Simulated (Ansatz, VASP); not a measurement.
One calculation of Zn, two programs

```
Zn
1.0
    -1.36203    1.36203    1.92927
     1.36203   -1.36203    1.92927
     1.36203    1.36203   -1.92927
Zn
1
Direct
  0.00000 0.00000 0.00000
```

Alike in both runs: functional r2SCAN; k mesh 8 × 8 × 8; occupations gaussian, width 0.1 eV; no spin polarisation.

Ansatz relaxed the structure, and its values are those at the end. VASP's run is a single point on that final structure, the one shown.

|  | VASP | Ansatz |
| --- | --- | --- |
| version | VASP 6.6.1 | Ansatz 0.2.0 |
| potentials or method | VASP PAW PBE potentials, release 64 (Zn), cutoff 520 eV | scalar-relativistic, plane waves, PAW |
| valence electrons in the cell | 12 | 12 |

|  | VASP | Ansatz | Ansatz less VASP |
| --- | --- | --- | --- |
| gap on the k mesh at the Fermi level (eV) | none | none | - |
| pressure (GPa) | 0.5 | 0.0 | -0.47 |

VASP's potentials were made for PBE, not for r2SCAN. A gap of «none» marks a metal or a gap that the smearing closes.

The k mesh is coarse, so the values compare programs but aren't converged.
